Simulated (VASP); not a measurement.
Input of a VASP 6.6.1 run:

Contents of INCAR:

```
  PREC = Accurate
  ENCUT = 500
  EDIFF = 1E-6
  ISMEAR = 0
  SIGMA = 0.05
  LREAL = False
  LASPH = True
  NELM = 120
  ALGO = Normal
  ISIF = 2
  LWAVE = False
  LCHARG = False
  GGA = RE
  IVDW = 12
  NBANDS = 11
  GGA_COMPAT = False
```

Contents of KPOINTS:

```
Automatic mesh
0
Gamma
  8 8 8
```

The input POSCAR:

```
BAs
1.0
    0.0000000000      2.3726313574      2.3726313574
    2.3726313574      0.0000000000      2.3726313574
    2.3726313574      2.3726313574      0.0000000000
B As
1 1
Direct
    0.0000000000      0.0000000000      0.0000000000
    0.7500000000      0.7500000000      0.7500000000
```

Potentials or basis: VASP PAW PBE potentials, release 64 (B, As).

Run with:

```sh
$ cat potpaw_PBE.64/B/POTCAR potpaw_PBE.64/As/POTCAR > POTCAR
$ mpirun -np 1 vasp_std > vasp.out
```

Q: Estimate the dispersion energy per atom.

A: -0.665 eV.

Q: Estimate the band gap on the k mesh.

A: 1.19 eV, indirect (least direct gap 3.30 eV).

Q: Estimate the pressure.

A: 0.4 GPa.

Caveat: the PAW data sets were made with another functional, which shifts forces and pressure a little. A k mesh can miss the band edges.
